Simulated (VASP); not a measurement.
Wanted: the native input for a VASP 6.6.1 run.

```yaml
Task: single point
Functional: PBE
Potentials_or_basis: VASP PAW PBE potentials, release 64 (Li_sv, Y_sv, Hg)
Cutoff: 520 eV
k_mesh: 12 × 12 × 10
Occupations: gaussian, width 0.1 eV
Spin: no spin polarisation
Dipole_correction: no
Further_INCAR_settings: ALGO = Normal; EDIFF = 1e-06; NBANDS = 20
```

The structure of LiYHg lies in POSCAR:

```
LiYHg
1.0
    4.2179389582      0.0000000000      0.0000000000
    0.0000000000      4.2179389582      0.0000000000
    0.0000000000      0.0000000000      5.2510885353
Li Y Hg
1 1 1
Direct
    0.5000000000      0.5000000000      0.5000000000
    0.0000000000      0.0000000000      0.0000000000
    0.5000000000      0.5000000000      0.0000000000
```

One way to write it, as run:

INCAR

```
SYSTEM = LiYHg
ALGO     = Normal         ! electronic algorithm
EDIFF    = 1E-6           ! SCF threshold, eV
ENCUT    = 520            ! plane-wave cutoff, eV
GGA      = PE             ! functional
ISIF     = 2              ! what is computed and relaxed
ISMEAR   = 0              ! smearing method
LASPH    = .TRUE.         ! aspherical terms in the spheres
LCHARG   = .FALSE.        ! write CHGCAR
LREAL    = .FALSE.        ! projectors in reciprocal space
LWAVE    = .FALSE.        ! write WAVECAR
NBANDS   = 20             ! bands
NELM     = 100            ! most SCF steps
PREC     = Accurate       ! precision mode
SIGMA    = 0.1            ! smearing width, eV
```

KPOINTS

```
k-points
0
G
  12 12 10
  0 0 0
```

Potentials or basis: VASP PAW PBE potentials, release 64 (Li_sv, Y_sv, Hg).

Command:

```console
$ cat potpaw_PBE.64/Li_sv/POTCAR potpaw_PBE.64/Y_sv/POTCAR potpaw_PBE.64/Hg/POTCAR > POTCAR
$ mpirun -np 1 vasp_std > vasp.out
```

It gave:

```json
{
  "Band gap on the k mesh": "zero (band 13 reaches 2.60 eV, above the bottom of band 14 at 1.44 eV)"
}
```

Caveat: spin-orbit coupling is left out, which moves the levels of the heavy elements.

Run time: 2 min on 1 thread of Intel(R) Xeon(R) Platinum 8488C (Sapphire Rapids), on a shared host, peak memory 0.47 GiB.
